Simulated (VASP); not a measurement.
# CdHg2Se3 (C2) in VASP: single point with PBE

Aim: the single point of CdHg2Se3 with PBE.

All numbers are computed with VASP 6.6.1; they aren't measurements. Logs are shortened: lines on timing, memory, paths and dates and some standing lists are left out, and cuts for length are marked.

### 1 The cell of the first run

Symmetry: C2, No. 5, monoclinic system. The conventional cell has a = 7.353 Å, b = 4.733 Å, c = 10.064 Å, α = 90.00°, β = 95.62°, γ = 90.00°. Within 3.5 Å of Cd (site symmetry 2) lie 4 Se at 2.68 to 2.76 Å. Hg (site symmetry 1) has 6 Se at 2.51 to 3.64 Å and 1 Hg at 3.82 Å and 3 Cd at 4.04 to 4.29 Å within 4.3 Å. Se (site symmetry 2) has 4 Hg at 2.52 to 3.38 Å within 3.4 Å. Within 3.3 Å of Se (site symmetry 1) lie 1 Hg at 2.51 Å and 2 Cd at 2.68 to 2.76 Å.

### 2 Single point, PBE

Input file INCAR:

```
  PREC = Accurate
  ENCUT = 520
  EDIFF = 1E-6
  ISMEAR = 0
  SIGMA = 0.02
  LREAL = F
  LASPH = T
  NELM = 80
  ALGO = Normal
  ISIF = 2
  LWAVE = F
  LCHARG = F
  GGA = PE
  NBANDS = 36
```

Input file KPOINTS:

```
regular mesh
0
Gamma
  8 8 4
```

Input file POSCAR:

```
CdHg2Se3
1.0
    3.6762605133     -2.3664495317      0.0053413420
    3.6762605133      2.3664495317      0.0053413420
   -1.0006204125      0.0000000000     10.0137647884
Cd Hg Se
1 2 3
Direct
    0.3626763814      0.6373236186      0.0000000000
    0.9961470491      0.2820260877      0.6706306755
    0.7179739123      0.0038529509      0.3293693245
    0.5110198277      0.4889801723      0.5000000000
    0.9466299123      0.5344470828      0.1540751894
    0.4655529172      0.0533700877      0.8459248106
```

Potentials or basis: VASP PAW PBE potentials, release 64 (Cd, Hg, Se).

The run is started by

```
$ cat potpaw_PBE.64/Cd/POTCAR potpaw_PBE.64/Hg/POTCAR potpaw_PBE.64/Se/POTCAR > POTCAR
$ mpirun -np 1 vasp_std > vasp.out
```

OUTCAR:

```text
PREC = Accurate
   ENCUT = 520
   EDIFF = 1E-6
   ISMEAR = 0
   LREAL = F
   LASPH = T
   NELM = 80
   ISIF = 2
   GGA = PE

 ion  position               nearest neighbor table
   1  0.363  0.637  0.000-   5 2.68   6 2.68   5 2.76   6 2.76
   2  0.996  0.282  0.671-   6 2.51   4 2.52   3 3.82
   3  0.718  0.004  0.329-   5 2.51   4 2.52   2 3.82
   4  0.511  0.489  0.500-   2 2.52   3 2.52
   5  0.947  0.534  0.154-   3 2.51   1 2.68   1 2.76
   6  0.466  0.053  0.846-   2 2.51   1 2.68   1 2.76

  LATTYP: Found a base centered monoclinic cell.
 ALAT       =     7.3525287872
 B/A-ratio  =     0.6437103751
 C/A-ratio  =     1.3687309700
 COS(beta)  =    -0.0979835024

  Lattice vectors:

 A1 = (   3.6762605133,  -2.3664495317,   0.0053413420)
 A2 = (   3.6762605133,   2.3664495317,   0.0053413420)
 A3 = (  -1.0006204125,   0.0000000000,  10.0137647884)

Analysis of symmetry for initial positions (statically):
=====================================================================
 Subroutine PRICEL returns:
 Original cell was already a primitive cell.

 Routine SETGRP: Setting up the symmetry group for a
 base centered monoclinic supercell.

 Subroutine GETGRP returns: Found  2 space group operations
 (whereof  2 operations were pure point group operations)
 out of a pool of  4 trial point group operations.

The static configuration has the point symmetry C_2 .

Analysis of symmetry for dynamics (positions and initial velocities):
=====================================================================
 Subroutine PRICEL returns:
 Original cell was already a primitive cell.

 Routine SETGRP: Setting up the symmetry group for a
 base centered monoclinic supercell.

 Subroutine GETGRP returns: Found  2 space group operations
 (whereof  2 operations were pure point group operations)
 out of a pool of  4 trial point group operations.

The dynamic configuration has the point symmetry C_2 .

 Subroutine INISYM returns: Found  2 space group operations
 (whereof  2 operations are pure point group operations),
 and found     1 'primitive' translations

----------------------------------------------------------------------------------------

                                     Primitive cell

  volume of cell :     174.2585

  direct lattice vectors                    reciprocal lattice vectors
     3.676260513 -2.366449532  0.005341342     0.135988028 -0.211286991  0.013588535
     3.676260513  2.366449532  0.005341342     0.135988028  0.211286991  0.013588535
    -1.000620413  0.000000000 10.013764788    -0.000145072  0.000000000  0.099848045

  length of vectors
     4.372070823  4.372070823 10.063633859     0.251633830  0.251633830  0.099848150

  position of ions in fractional coordinates (direct lattice)
     0.362676381  0.637323619  0.000000000
     0.996147049  0.282026088  0.670630675
     0.717973912  0.003852951  0.329369325
     0.511019828  0.488980172  0.500000000
     0.946629912  0.534447083  0.154075189
     0.465552917  0.053370088  0.845924811

  ion indices of the primitive-cell ions
   primitive index   ion index
                 1           1
                 2           2
                 3           3
                 4           4
                 5           5
                 6           6

----------------------------------------------------------------------------------------

 KPOINTS: regular mesh

Automatic generation of k-mesh.
 Grid dimensions read from file:
 generate k-points for:    8    8    4

 Generating k-lattice:

  Cartesian coordinates                     Fractional coordinates (reciprocal lattice)
     0.016998504 -0.026410874  0.001698567     0.125000000 -0.000000000  0.000000000
     0.016998504  0.026410874  0.001698567    -0.000000000  0.125000000  0.000000000
    -0.000036268  0.000000000  0.024962011     0.000000000  0.000000000  0.250000000

  Length of vectors
     0.031454229  0.031454229  0.024962038

  Shift w.r.t. Gamma in fractional coordinates (k-lattice)
     0.000000000  0.000000000  0.000000000

 Subroutine IBZKPT returns following result:
 ===========================================

 Found     78 irreducible k-points:

 Following reciprocal coordinates:
            Coordinates               Weight
  0.000000  0.000000  0.000000      1.000000
  0.125000 -0.000000  0.000000      4.000000
  0.250000 -0.000000  0.000000      4.000000
  0.375000 -0.000000  0.000000      4.000000
  0.500000 -0.000000  0.000000      2.000000
  0.125000  0.125000  0.000000      2.000000
[... 16 lines left out ...]
  0.125000 -0.000000  0.250000      4.000000
  0.250000 -0.000000  0.250000      4.000000
 [... further k-points ...]
   k-points           NKPTS =     78   k-points in BZ     NKDIM =     78   number of bands    NBANDS=     36
   number of dos      NEDOS =    301   number of ions     NIONS =      6
   total plane-waves  NPLWV = 103680
   dimension x,y,z NGX =    36 NGY =   36 NGZ =   80
   dimension x,y,z NGXF=    72 NGYF=   72 NGZF=  160
   ions per type =               1   2   3
   NGX,Y,Z   is equivalent  to a cutoff of  13.69, 13.69, 13.22 a.u.
   NGXF,Y,Z  is equivalent  to a cutoff of  27.38, 27.38, 26.43 a.u.
 SYSTEM =  unknown system
   PREC   = accura    normal or accurate (medium, high low for compatibility)
   ISTART =      0    job   : 0-new  1-cont  2-samecut
   ICHARG =      2    charge: 1-file 2-atom 10-const
   ISPIN  =      1    spin polarized calculation?
   LNONCOLLINEAR =      F non collinear calculations
   LSORBIT =      F    spin-orbit coupling
   LASPH  =      T    aspherical Exc in radial PAW
   ENCUT  =  520.0 eV  38.22 Ry    6.18 a.u.   8.13  8.13 18.71*2*pi/ulx,y,z
   NELM   =     80;   NELMIN=  2; NELMDL= -5     # of ELM steps
   EDIFF  = 0.1E-05   stopping-criterion for ELM
   LREAL  =      F    real-space projection
   EDIFFG = 0.1E-04   stopping-criterion for IOM
   NSW    =      0    number of steps for IOM
   IBRION =     -1    ionic relax: 0-MD 1-quasi-New 2-CG
   NFREE  =      0    steps in history (QN), initial steepest desc. (CG)
   ISIF   =      2    stress and relaxation
   ISYM   =      2    0-nonsym 1-usesym 2-fastsym
   POTIM  = 0.5000    time-step for ionic-motion
   TEBEG  =    0.0;   TEEND  =   0.0 temperature during run
   PSTRESS=    0.0 pullay stress
   NELECT =      54.0000    total number of electrons
   NUPDOWN=      -1.0000    fix difference up-down
   EMIN   =  10.00;   EMAX   =-10.00  energy-range for DOS
   EFERMI =   0.00;   METHOD = LEGACY
   ISMEAR =     0;   SIGMA  =   0.02  broadening in eV -4-tet -1-fermi 0-gaus
   EFERMI_NEDOS =   21; number of points for ismear=-14 and -15
   IALGO  =     38    algorithm
   IMIX   =      4    mixing-type and parameters
     AMIX     =   0.40;   BMIX     =  1.00
     AMIX_MAG =   1.60;   BMIX_MAG =  1.00
  volume/ion in A,a.u.               =      29.04       195.99
  Fermi-wavevector in a.u.,A,eV,Ry     =   1.107834  2.093503 16.698384  1.227297
  Thomas-Fermi vector in A             =   2.244354
   LORBIT       =      0    0 simple, 1 ext, 2 COOP (PROOUT), +10 PAW based schemes
   GGA     = PE    functional components
   LHFCALC =     F    Hartree Fock is set to
   AEXX    =    0.0000 exact exchange contribution
   IVDW    =     0    specifies the selected vdW correction
   LEPSILON=     F    determine dielectric tensor
   LRPA    =     F    only Hartree local field effects (RPA)
 non-spin polarized calculation
 Gauss-broadening in eV      SIGMA  =   0.02
  energy-cutoff  :      520.00
  volume of cell :      174.26
 maximum number of plane-waves:      4728
 NGX is ok and might be reduce to    36
   NGX = 17   NGY = 17   NGZ = 37

 number of electron      54.0000004 magnetization

 Free energy of the ion-electron system (eV)
  ---------------------------------------------------
  ext. energy  EPLUGINS =         0.00000000
  ---------------------------------------------------
  free energy    TOTEN  =       -13.37691098 eV

  energy without entropy =      -13.37691098  energy(sigma->0) =      -13.37691098

 E-fermi :   1.2159     XC(G=0):  -8.9968

 val. band max:        1.0726481560   @ k =   0.0000   0.0000   0.5000
 cond. band min:       2.0258758309   @ k =   0.0000   0.0000   0.0000
 fundamental gap:      0.9532276749
 Fermi energy:         1.2158620118

 k-point     1 :       0.0000    0.0000    0.0000
  band No.  band energies     occupation
      1     -11.7843      2.00000
      2     -11.1314      2.00000
      3     -11.1145      2.00000
      4      -6.8595      2.00000
      5      -6.7178      2.00000
      6      -6.6742      2.00000
[... 28 lines left out ...]
     35       7.1432      0.00000
     36       7.9797      0.00000

 k-point     2 :       0.1250   -0.0000    0.0000
  band No.  band energies     occupation
      1     -11.7360      2.00000
      2     -11.1419      2.00000
      3     -11.0844      2.00000
      4      -6.8511      2.00000
      5      -6.7121      2.00000
      6      -6.6650      2.00000
[... 28 lines left out ...]
     35       7.2456      0.00000
     36       7.8651      0.00000

 k-point     3 :       0.2500   -0.0000    0.0000
  band No.  band energies     occupation
      1     -11.6112      2.00000
      2     -11.1364      2.00000
      3     -11.0472      2.00000
      4      -6.8287      2.00000
      5      -6.7134      2.00000
      6      -6.6368      2.00000
[... 28 lines left out ...]
     35       7.2328      0.00000
     36       7.5923      0.00000

 k-point     4 :       0.3750   -0.0000    0.0000
  band No.  band energies     occupation
      1     -11.4687      2.00000
      2     -11.1259      2.00000
      3     -11.0271      2.00000
      4      -6.8057      2.00000
      5      -6.7171      2.00000
      6      -6.6088      2.00000
[... 28 lines left out ...]
     35       7.4577      0.00000
     36       7.8325      0.00000

 k-point     5 :       0.5000   -0.0000    0.0000
  band No.  band energies     occupation
      1     -11.4003      2.00000
      2     -11.1251      2.00000
      3     -11.0227      2.00000
      4      -6.7968      2.00000
      5      -6.7175      2.00000
      6      -6.5874      2.00000
[... 655 lines left out ...]
 k-point    22 :       0.0000    0.0000    0.2500
  band No.  band energies     occupation
      1     -11.7400      2.00000
      2     -11.3506      2.00000
      3     -10.9323      2.00000
      4      -6.8680      2.00000
      5      -6.7069      2.00000
      6      -6.6784      2.00000
[... 28 lines left out ...]
     35       7.2855      0.00000
     36       7.7538      0.00000

 k-point    23 :       0.1250   -0.0000    0.2500
  band No.  band energies     occupation
      1     -11.6844      2.00000
      2     -11.3501      2.00000
      3     -10.9209      2.00000
      4      -6.8589      2.00000
      5      -6.6969      2.00000
      6      -6.6706      2.00000
[... 28 lines left out ...]
     35       7.1134      0.00000
     36       7.4718      0.00000

 k-point    24 :       0.2500   -0.0000    0.2500
  band No.  band energies     occupation
      1     -11.5644      2.00000
      2     -11.2949      2.00000
      3     -10.9319      2.00000
      4      -6.8364      2.00000
      5      -6.7111      2.00000
      6      -6.6335      2.00000
[... 28 lines left out ...]
     35       7.1776      0.00000
     36       7.6986      0.00000

 [... further k-points ...]

------------------------ aborting loop because EDIFF is reached ----------------------------------------

  FORCE on cell =-STRESS in cart. coord.  units (eV):
  Direction    XX          YY          ZZ          XY          YZ          ZX
  --------------------------------------------------------------------------------------
  -------------------------------------------------------------------------------------
  Total        0.1799990      0.3866070      0.3967122      0.0000000      0.0000000      0.1286093
  in kB        1.6549574      3.5545642      3.6474736      0.0000000      0.0000000      1.1824665
  external PRESSURE =       2.9523317 kB  Pullay stress =       0.0000000 kB

 VOLUME and BASIS-vectors are now :
 -----------------------------------------------------------------------------
  energy-cutoff  :      520.00
  volume of cell :      174.26
      direct lattice vectors                 reciprocal lattice vectors
     3.676260513 -2.366449532  0.005341342     0.135988028 -0.211286991  0.013588535
     3.676260513  2.366449532  0.005341342     0.135988028  0.211286991  0.013588535
    -1.000620413  0.000000000 10.013764788    -0.000145072  0.000000000  0.099848045

 POSITION                                       TOTAL-FORCE (eV/Angst)
 -----------------------------------------------------------------------------------
      3.67626      0.64994      0.00534        -0.000000      0.004636      0.000000
      4.02785     -1.68993      6.72237         0.006232     -0.000815     -0.004068
      2.32405     -1.68993      3.30208        -0.006232     -0.000815      0.004068
      3.17595     -0.05216      5.01222        -0.000000      0.088417     -0.000000
      5.29065     -0.97541      1.55078        -0.018465     -0.045712     -0.025983
      1.06125     -0.97541      8.47366         0.018465     -0.045712      0.025983
 -----------------------------------------------------------------------------------
    total drift:                               -0.000000      0.000136     -0.000000

  FREE ENERGIE OF THE ION-ELECTRON SYSTEM (eV)
  ---------------------------------------------------
  free  energy   TOTEN  =       -13.3769109826 eV

  energy  without entropy=      -13.3769109826  energy(sigma->0) =      -13.37691098
```

Run time: 15 min. Hardware: 1 thread of Oxide Virtual Turin-like, shared host; peak memory 0.58 GiB.

Results:

```yaml
Free_energy: -13.3769 eV
Pressure: 0.3 GPa
Largest_force: 0.088 eV/Å
Band_gap_on_the_k_mesh: 0.95 eV (least direct gap 0.98 eV)
```

Forces on the atoms (eV/Å):
```
Cd   0.000  0.005  0.000
Hg   0.006 -0.001 -0.004
Hg  -0.006 -0.001  0.004
Se   0.000  0.088  0.000
Se  -0.018 -0.046 -0.026
Se   0.018 -0.046  0.026
```

Caveat: spin-orbit coupling is left out, which moves the levels of the heavy elements. A k mesh can miss the band edges.
